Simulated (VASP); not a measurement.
Runs of VASP 6.6.1 on AlGa3N4. The structure is that of space group Pm (No. 6), or close to it. The cells are those of the table. 

```csv
cell,gap on the mesh (eV),pressure (GPa),largest force (eV/Å)
"a = 5.065, b = 3.118, c = 5.643 Å, 8 atoms",2.29,0.3,0.46
"a = 5.297, b = 3.260, c = 5.314 Å, 8 atoms",(a),-4.6,0.69
"a = 5.219, b = 3.212, c = 5.478 Å, 8 atoms",(b),-5.5,0.16
"a = 4.988, b = 3.070, c = 5.314 Å, 8 atoms",3.01,21.1,0.06
"a = 4.988, b = 3.070, c = 5.643 Å, 8 atoms",(c),(d),0.69
```

Alike in all rows: task single point; level PBEsol; potentials or basis VASP PAW PBE potentials, release 64 (Al, Ga_d, N); no spin polarisation; k mesh 6 × 8 × 6; cutoff (eV) 520; smearing gaussian 0.05 eV.

**Question.** Estimate the missing entries.

**Answer.** (a) 1.97; (b) 2.15; (c) 2.46; (d) 6.9.

Caveats: the PAW data sets were made with another functional, which shifts forces and pressure a little.

A k mesh can miss the band edges, and the runs leave out spin-orbit coupling on Ga.
